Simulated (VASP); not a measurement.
# BaTiO3 (Pm-3m) in VASP: further runs

BaTiO3 is run at these levels: PBEsol; tasks: single point, relaxation of cell and atoms.

All numbers are computed with VASP 6.6.1; they aren't measurements. Logs are shortened: lines on timing, memory, paths and dates and some standing lists are left out, and cuts for length are marked.

### Step 1. The cell of the first run

Symmetry: Pm-3m, No. 221, cubic system. Conventional cell: a = 3.970 Å, b = 3.970 Å, c = 3.970 Å, α = 90.00°, β = 90.00°, γ = 90.00°. Ba (site symmetry m-3m) has 12 O at 2.81 Å and 8 Ti at 3.44 Å within 3.7 Å. Within 2.6 Å of Ti (site symmetry m-3m) lie 6 O at 1.98 Å. Within 2.6 Å of O (site symmetry 4/mmm) lie 2 Ti at 1.98 Å.

### Step 2. Single point, PBEsol

INCAR reads:

```
PREC = Accurate
ENCUT = 520
EDIFF = 1E-6
ISMEAR = -1
SIGMA = 0.03
LREAL = F
LASPH = T
NELM = 100
ALGO = Normal
ISIF = 2
LWAVE = F
LCHARG = T
GGA = PS
LELF = T
LVHAR = T
NBANDS = 28
```

KPOINTS reads:

```
regular mesh
0
Gamma
  6 6 6
```

POSCAR reads:

```
BaTiO3
1.0
    3.9698010395      0.0000000000      0.0000000000
    0.0000000000      3.9698010395      0.0000000000
    0.0000000000      0.0000000000      3.9698010395
Ba Ti O
1 1 3
Direct
    0.0000000000      0.0000000000      0.0000000000
    0.5000000000      0.5000000000      0.5000000000
    0.5000000000      0.5000000000      0.0000000000
    0.5000000000      0.0000000000      0.5000000000
    0.0000000000      0.5000000000      0.5000000000
```

Potentials or basis: VASP PAW PBE potentials, release 64 (Ba_sv, Ti_sv, O).

Run with:

```sh
$ cat potpaw_PBE.64/Ba_sv/POTCAR potpaw_PBE.64/Ti_sv/POTCAR potpaw_PBE.64/O/POTCAR > POTCAR
$ mpirun -np 1 vasp_std > vasp.out
```

OUTCAR:

```text
PREC = Accurate
   ENCUT = 520
   EDIFF = 1E-6
   ISMEAR = -1
   LREAL = F
   LASPH = T
   NELM = 100
   ISIF = 2
   GGA = PS

 ion  position               nearest neighbor table
   1  0.000  0.000  0.000-   3 2.81   4 2.81   5 2.81   4 2.81   5 2.81   3 2.81   5 2.81   5 2.81
                             3 2.81   4 2.81   4 2.81   3 2.81   2 3.44   2 3.44   2 3.44   2 3.44
   2  0.500  0.500  0.500-   3 1.98   4 1.98   5 1.98   3 1.98   4 1.98   5 1.98   1 3.44   1 3.44
                             1 3.44   1 3.44   1 3.44   1 3.44   1 3.44   1 3.44
   3  0.500  0.500  0.000-   2 1.98   2 1.98   1 2.81   1 2.81   1 2.81   1 2.81
   4  0.500  0.000  0.500-   2 1.98   2 1.98   1 2.81   1 2.81   1 2.81   1 2.81
   5  0.000  0.500  0.500-   2 1.98   2 1.98   1 2.81   1 2.81   1 2.81   1 2.81

  LATTYP: Found a simple cubic cell.
 ALAT       =     3.9698010395

  Lattice vectors:

 A1 = (   3.9698010395,   0.0000000000,   0.0000000000)
 A2 = (   0.0000000000,   3.9698010395,   0.0000000000)
 A3 = (   0.0000000000,   0.0000000000,   3.9698010395)

Analysis of symmetry for initial positions (statically):
=====================================================================
 Subroutine PRICEL returns:
 Original cell was already a primitive cell.

 Routine SETGRP: Setting up the symmetry group for a
 simple cubic supercell.

 Subroutine GETGRP returns: Found 48 space group operations
 (whereof 48 operations were pure point group operations)
 out of a pool of 48 trial point group operations.

The static configuration has the point symmetry O_h .

Analysis of symmetry for dynamics (positions and initial velocities):
=====================================================================
 Subroutine PRICEL returns:
 Original cell was already a primitive cell.

 Routine SETGRP: Setting up the symmetry group for a
 simple cubic supercell.

 Subroutine GETGRP returns: Found 48 space group operations
 (whereof 48 operations were pure point group operations)
 out of a pool of 48 trial point group operations.

The dynamic configuration has the point symmetry O_h .

 Subroutine INISYM returns: Found 48 space group operations
 (whereof 48 operations are pure point group operations),
 and found     1 'primitive' translations

----------------------------------------------------------------------------------------

                                     Primitive cell

  volume of cell :      62.5614

  direct lattice vectors                    reciprocal lattice vectors
     3.969801040  0.000000000  0.000000000     0.251901793  0.000000000  0.000000000
     0.000000000  3.969801040  0.000000000     0.000000000  0.251901793  0.000000000
     0.000000000  0.000000000  3.969801040     0.000000000  0.000000000  0.251901793

  length of vectors
     3.969801040  3.969801040  3.969801040     0.251901793  0.251901793  0.251901793

  position of ions in fractional coordinates (direct lattice)
     0.000000000  0.000000000  0.000000000
     0.500000000  0.500000000  0.500000000
     0.500000000  0.500000000  0.000000000
     0.500000000  0.000000000  0.500000000
     0.000000000  0.500000000  0.500000000

  ion indices of the primitive-cell ions
   primitive index   ion index
                 1           1
                 2           2
                 3           3
                 4           4
                 5           5

----------------------------------------------------------------------------------------

 KPOINTS: regular mesh

Automatic generation of k-mesh.
 Grid dimensions read from file:
 generate k-points for:    6    6    6

 Generating k-lattice:

  Cartesian coordinates                     Fractional coordinates (reciprocal lattice)
     0.041983632  0.000000000  0.000000000     0.166666667  0.000000000  0.000000000
     0.000000000  0.041983632  0.000000000     0.000000000  0.166666667  0.000000000
     0.000000000  0.000000000  0.041983632     0.000000000  0.000000000  0.166666667

  Length of vectors
     0.041983632  0.041983632  0.041983632

  Shift w.r.t. Gamma in fractional coordinates (k-lattice)
     0.000000000  0.000000000  0.000000000

 Subroutine IBZKPT returns following result:
 ===========================================

 Found     20 irreducible k-points:

 Following reciprocal coordinates:
            Coordinates               Weight
  0.000000  0.000000  0.000000      1.000000
  0.166667  0.000000  0.000000      6.000000
  0.333333  0.000000  0.000000      6.000000
  0.500000  0.000000  0.000000      3.000000
  0.166667  0.166667  0.000000     12.000000
  0.333333  0.166667  0.000000     24.000000
[... 12 lines left out ...]
  0.500000  0.500000  0.333333      6.000000
  0.500000  0.500000  0.500000      1.000000
   k-points           NKPTS =     20   k-points in BZ     NKDIM =     20   number of bands    NBANDS=     28
   number of dos      NEDOS =    301   number of ions     NIONS =      5
   total plane-waves  NPLWV =  27000
   dimension x,y,z NGX =    30 NGY =   30 NGZ =   30
   dimension x,y,z NGXF=    60 NGYF=   60 NGZF=   60
   ions per type =               1   1   3
   NGX,Y,Z   is equivalent  to a cutoff of  12.56, 12.56, 12.56 a.u.
   NGXF,Y,Z  is equivalent  to a cutoff of  25.13, 25.13, 25.13 a.u.
 SYSTEM =  unknown system
   PREC   = accura    normal or accurate (medium, high low for compatibility)
   ISTART =      0    job   : 0-new  1-cont  2-samecut
   ICHARG =      2    charge: 1-file 2-atom 10-const
   ISPIN  =      1    spin polarized calculation?
   LNONCOLLINEAR =      F non collinear calculations
   LSORBIT =      F    spin-orbit coupling
   LASPH  =      T    aspherical Exc in radial PAW
   ENCUT  =  520.0 eV  38.22 Ry    6.18 a.u.   7.38  7.38  7.38*2*pi/ulx,y,z
   NELM   =    100;   NELMIN=  2; NELMDL= -5     # of ELM steps
   EDIFF  = 0.1E-05   stopping-criterion for ELM
   LREAL  =      F    real-space projection
[... 7 lines left out ...]
   TEBEG  =    0.0;   TEEND  =   0.0 temperature during run
   PSTRESS=    0.0 pullay stress
   NELECT =      40.0000    total number of electrons
   NUPDOWN=      -1.0000    fix difference up-down
   EMIN   =  10.00;   EMAX   =-10.00  energy-range for DOS
   EFERMI =   0.00;   METHOD = LEGACY
   ISMEAR =    -1;   SIGMA  =   0.03  broadening in eV -4-tet -1-fermi 0-gaus
   EFERMI_NEDOS =   21; number of points for ismear=-14 and -15
   IALGO  =     38    algorithm
   IMIX   =      4    mixing-type and parameters
     AMIX     =   0.40;   BMIX     =  1.00
     AMIX_MAG =   1.60;   BMIX_MAG =  1.00
  volume/ion in A,a.u.               =      12.51        84.44
  Fermi-wavevector in a.u.,A,eV,Ry     =   1.410347  2.665170 27.063072  1.989080
  Thomas-Fermi vector in A             =   2.532310
   LORBIT       =      0    0 simple, 1 ext, 2 COOP (PROOUT), +10 PAW based schemes
   GGA     = PS    functional components
   LHFCALC =     F    Hartree Fock is set to
   AEXX    =    0.0000 exact exchange contribution
   IVDW    =     0    specifies the selected vdW correction
   LEPSILON=     F    determine dielectric tensor
   LRPA    =     F    only Hartree local field effects (RPA)
 non-spin polarized calculation
  energy-cutoff  :      520.00
  volume of cell :       62.56
 maximum number of plane-waves:      1743
 NGX is ok and might be reduce to    30
   NGX = 15   NGY = 15   NGZ = 15

 number of electron      39.9999978 magnetization

 Free energy of the ion-electron system (eV)
  ---------------------------------------------------
  ext. energy  EPLUGINS =         0.00000000
  ---------------------------------------------------
  free energy    TOTEN  =       -41.97614181 eV

  energy without entropy =      -41.97614181  energy(sigma->0) =      -41.97614181

 E-fermi :   4.6125     XC(G=0): -11.6480

 val. band max:        3.8834402885   @ k =   0.5000   0.5000   0.5000
 cond. band min:       5.6274806330   @ k =   0.0000   0.0000   0.0000
 fundamental gap:      1.7440403445
 Fermi energy:         4.6125498285

 k-point     1 :       0.0000    0.0000    0.0000
  band No.  band energies     occupation
      1     -52.3839      2.00000
      2     -28.7223      2.00000
      3     -28.7223      2.00000
      4     -28.7223      2.00000
      5     -20.8228      2.00000
      6     -12.9873      2.00000
[... 20 lines left out ...]
     27       8.8236      0.00000
     28      11.3429      0.00000

 k-point     2 :       0.1667    0.0000    0.0000
  band No.  band energies     occupation
      1     -52.3836      2.00000
      2     -28.7376      2.00000
      3     -28.7217      2.00000
      4     -28.7217      2.00000
      5     -20.7883      2.00000
      6     -13.0186      2.00000
[... 20 lines left out ...]
     27       9.3853      0.00000
     28      12.0159      0.00000

 k-point     3 :       0.3333    0.0000    0.0000
  band No.  band energies     occupation
      1     -52.3830      2.00000
      2     -28.7681      2.00000
      3     -28.7205      2.00000
      4     -28.7205      2.00000
      5     -20.7178      2.00000
      6     -13.1748      2.00000
[... 20 lines left out ...]
     27      10.6988      0.00000
     28      12.2207      0.00000

 k-point     4 :       0.5000    0.0000    0.0000
  band No.  band energies     occupation
      1     -52.3827      2.00000
      2     -28.7832      2.00000
      3     -28.7199      2.00000
      4     -28.7199      2.00000
      5     -20.6817      2.00000
      6     -13.2748      2.00000
[... 454 lines left out ...]
     27      11.6431      0.00000
     28      11.7908      0.00000

 k-point    19 :       0.5000    0.5000    0.3333
  band No.  band energies     occupation
      1     -52.3806      2.00000
      2     -28.7767      2.00000
      3     -28.7767      2.00000
      4     -28.7614      2.00000
      5     -20.5367      2.00000
      6     -12.1918      2.00000
[... 20 lines left out ...]
     27      11.4509      0.00000
     28      11.8742      0.00000

 k-point    20 :       0.5000    0.5000    0.5000
  band No.  band energies     occupation
      1     -52.3803      2.00000
      2     -28.7759      2.00000
      3     -28.7759      2.00000
      4     -28.7759      2.00000
      5     -20.5173      2.00000
      6     -12.0284      2.00000
[... 20 lines left out ...]
     27      11.8744      0.00000
     28      11.8744      0.00000

------------------------ aborting loop because EDIFF is reached ----------------------------------------

  FORCE on cell =-STRESS in cart. coord.  units (eV):
  Direction    XX          YY          ZZ          XY          YZ          ZX
  --------------------------------------------------------------------------------------
  -------------------------------------------------------------------------------------
  Total        0.7884110      0.7884110      0.7884110      0.0000000      0.0000000     -0.0000000
  in kB       20.1909642     20.1909642     20.1909642      0.0000000      0.0000000     -0.0000000
  external PRESSURE =      20.1909642 kB  Pullay stress =       0.0000000 kB

 VOLUME and BASIS-vectors are now :
 -----------------------------------------------------------------------------
  energy-cutoff  :      520.00
  volume of cell :       62.56
      direct lattice vectors                 reciprocal lattice vectors
     3.969801040  0.000000000  0.000000000     0.251901793  0.000000000  0.000000000
     0.000000000  3.969801040  0.000000000     0.000000000  0.251901793  0.000000000
     0.000000000  0.000000000  3.969801040     0.000000000  0.000000000  0.251901793

 POSITION                                       TOTAL-FORCE (eV/Angst)
 -----------------------------------------------------------------------------------
      0.00000      0.00000      0.00000         0.000000      0.000000      0.000000
      1.98490      1.98490      1.98490         0.000000      0.000000      0.000000
      1.98490      1.98490      0.00000         0.000000      0.000000      0.000000
      1.98490      0.00000      1.98490         0.000000      0.000000      0.000000
      0.00000      1.98490      1.98490         0.000000      0.000000      0.000000
 -----------------------------------------------------------------------------------
    total drift:                                0.000000      0.000000     -0.000000

  FREE ENERGIE OF THE ION-ELECTRON SYSTEM (eV)
  ---------------------------------------------------
  free  energy   TOTEN  =       -41.9761418057 eV

  energy  without entropy=      -41.9761418057  energy(sigma->0) =      -41.97614181
```

It took 42 s on 1 thread of Intel Xeon 6975P-C, shared host; peak memory 0.19 GiB.

Results:

| Property | Result |
| --- | --- |
| Free energy | -41.9761 eV |
| Pressure | 2.0 GPa |
| Band gap on the k mesh | 1.74 eV, indirect (least direct gap 1.86 eV) |

Levels at points of the mesh, in eV from the valence-band top:
| k point | band 17 | band 18 | band 19 | band 20 | band 21 | band 22 | band 23 | band 24 |
| --- | --- | --- | --- | --- | --- | --- | --- | --- |
| (0.00, 0.00, 0.00) | -1.15 | -0.12 | -0.12 | -0.12 | 1.74 | 1.74 | 1.74 | 4.10 |
| (0.50, 0.00, 0.00) | -1.89 | -1.89 | -0.72 | -0.72 | 1.92 | 3.61 | 3.61 | 4.12 |
| (0.50, 0.50, 0.00) | -1.73 | -0.86 | -0.86 | -0.10 | 3.62 | 3.62 | 4.04 | 4.99 |
| (0.50, 0.50, 0.50) | -2.41 | 0.00 | 0.00 | 0.00 | 4.33 | 4.33 | 4.33 | 6.74 |

Caveat: the PAW data sets were made with another functional, which shifts forces and pressure a little; spin-orbit coupling is left out, which moves the levels of the heavy elements. A k mesh can miss the band edges.

### Step 3. Relaxation of cell and atoms, PBEsol

This run uses another cell than the first one, of 16.31 Å³/atom, 1.303 times its volume.

INCAR reads:

```
SYSTEM = BaTiO3
PREC = Accurate
ENCUT = 600
EDIFF = 1E-6
ISMEAR = -1
SIGMA = 0.03
LREAL = .FALSE.
LASPH = .TRUE.
NELM = 60
ALGO = Normal
ISIF = 3
LWAVE = .FALSE.
LCHARG = .FALSE.
GGA = PS
IBRION = 2
NSW = 100
EDIFFG = -0.01
```

KPOINTS reads:

```
Automatic mesh
0
G
  6 6 6
  0 0 0
```

Changes to POSCAR since step 2:

```diff
@@ -2,5 +2,5 @@
 1.0
-    3.9698010395      0.0000000000      0.0000000000
-    0.0000000000      3.9698010395      0.0000000000
-    0.0000000000      0.0000000000      3.9698010395
+    4.3363462000      0.0000000000      0.0000000000
+    0.0000000000      4.3363462000      0.0000000000
+    0.0000000000      0.0000000000      4.3363462000
 Ba Ti O
```

Potentials or basis: VASP PAW PBE potentials, release 64 (Ba_sv, Ti_sv, O).

Run with:

```sh
$ cat potpaw_PBE.64/Ba_sv/POTCAR potpaw_PBE.64/Ti_sv/POTCAR potpaw_PBE.64/O/POTCAR > POTCAR
$ mpirun -np 1 vasp_std > vasp.out
```

It took 3.9 min on 1 thread of Intel Xeon 6975P-C, shared host; peak memory 0.25 GiB.

The run converged. Its results:

| Item | Value |
| --- | --- |
| Free energy | -42.0221 eV |
| Relaxed volume | 12.64 Å³/atom |
| Relaxed cell | a = 3.983 Å, b = 3.983 Å, c = 3.983 Å, α = 90.00°, β = 90.00°, γ = 90.00° |
| Space group after relaxing (to 0.05 Å) | Pm-3m (No. 221) |
| Energy gained by relaxing | 370.9 meV/atom |
| Ionic steps | 6 |
| Pressure after relaxing | -0.1 GPa |
| Band gap on the k mesh | 1.73 eV, indirect (least direct gap 1.86 eV) |

The path:
| step | energy change (eV) | largest force (eV/Å) | pressure (GPa) | volume (Å³) |
| --- | --- | --- | --- | --- |
| 1 | 0.0000 | 0.0000 | -25.47 | 81.54 |
| 2 | -1.0004 | 0.0000 | 36.46 | 54.62 |
| 3 | -1.8538 | 0.0000 | -0.77 | 63.46 |
| 4 | -1.8544 | 0.0000 | 0.16 | 63.13 |
| 5 | -1.8544 | 0.0000 | -0.13 | 63.24 |
| 6 | -1.8544 | 0.0000 | -0.05 | 63.19 |

Final structure:
```xyz
5
Lattice="3.9831 0.0000 0.0000 0.0000 3.9831 0.0000 0.0000 0.0000 3.9831" Properties=species:S:1:pos:R:3 pbc="T T T"
Ba    0.0000    0.0000    0.0000
Ti    1.9916    1.9916    1.9916
O     1.9916    1.9916    0.0000
O     1.9916    0.0000    1.9916
O     0.0000    1.9916    1.9916
```

Levels at points of the mesh, in eV from the valence-band top:
```
           k point  band 16  band 17  band 18  band 19  band 20  band 21  band 22  band 23  band 24
(0.00, 0.00, 0.00)    -1.13    -1.13    -0.13    -0.13    -0.13     1.73     1.73     1.73     4.04
(0.50, 0.00, 0.00)    -2.01    -1.87    -1.87    -0.72    -0.72     1.90     3.56     3.56     4.04
(0.50, 0.50, 0.00)    -2.79    -1.74    -0.87    -0.87    -0.09     3.57     3.57     3.99     4.90
(0.50, 0.50, 0.50)    -2.41    -2.41     0.00     0.00     0.00     4.26     4.26     4.26     6.70
```

Caveat: the volume moved by over 15 % at a fixed basis, so the end points are rough; the PAW data sets were made with another functional, which shifts forces and pressure a little; spin-orbit coupling is left out, which moves the levels of the heavy elements. A hybrid or GW would open this gap; PBEsol tends to underestimate it.

(Continued in part 2 of 2.)
